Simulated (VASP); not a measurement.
Set up this calculation in VASP 6.6.1, as the native input.

- Task: single point
- Functional: PBEsol
- Potentials or basis: VASP PAW PBE potentials, release 64 (Cu)
- Cutoff: 520 eV
- k mesh: 11 × 11 × 1
- Occupations: methfessel-paxton, width 0.1 eV
- Spin: no spin polarisation
- Dipole correction: no
- Further INCAR settings: ALGO = Normal; EDIFF = 1e-06; NBANDS = 42

The structure of Cu lies in POSCAR:

```
Cu
1.0
    2.5036580000      0.0000000000      0.0000000000
   -1.2518290000      2.1682320000      0.0000000000
    0.0000000000      0.0000000000     24.5755890000
Cu
6
Direct
    0.0000000000      0.0000000000      0.3737640000
    0.6666666667      0.3333333333      0.2896140000
    0.3333333333      0.6666666667      0.4579910000
    0.0000000000      0.0000000000      0.6262360000
    0.6666666667      0.3333333333      0.5420090000
    0.3333333333      0.6666666667      0.7103860000
```

The input as run:

INCAR

```
ALGO     = Normal         # electronic algorithm
EDIFF    = 1E-6           # SCF threshold, eV
ENCUT    = 520            # plane-wave cutoff, eV
GGA      = PS             # functional
ISIF     = 2              # what is computed and relaxed
ISMEAR   = 1              # smearing method
LASPH    = True           # aspherical terms in the spheres
LCHARG   = True           # write CHGCAR
LELF     = True           # ELF
LREAL    = False          # projectors in reciprocal space
LVHAR    = True         
LWAVE    = False          # write WAVECAR
NBANDS   = 42             # bands
NELM     = 100            # most SCF steps
PREC     = Accurate       # precision mode
SIGMA    = 0.1            # smearing width, eV
```

KPOINTS

```
k-points
0
Gamma
  11 11 1
```

Potentials or basis: VASP PAW PBE potentials, release 64 (Cu).

Command:

```console
$ cat potpaw_PBE.64/Cu/POTCAR > POTCAR
$ mpirun -np 1 vasp_std > vasp.out
```

Results of the run:

```json
{
  "Largest force": "0.079 eV/Å",
  "Band gap on the k mesh": "zero (band 33 reaches 4.71 eV, above the bottom of band 34 at 0.04 eV)"
}
```

Caveat: the PAW data sets were made with another functional, which shifts forces and pressure a little.

It took 81 s on 1 thread of Intel(R) Xeon(R) 6975P-C (Granite Rapids), with other jobs on the host, peak memory 0.29 GiB.
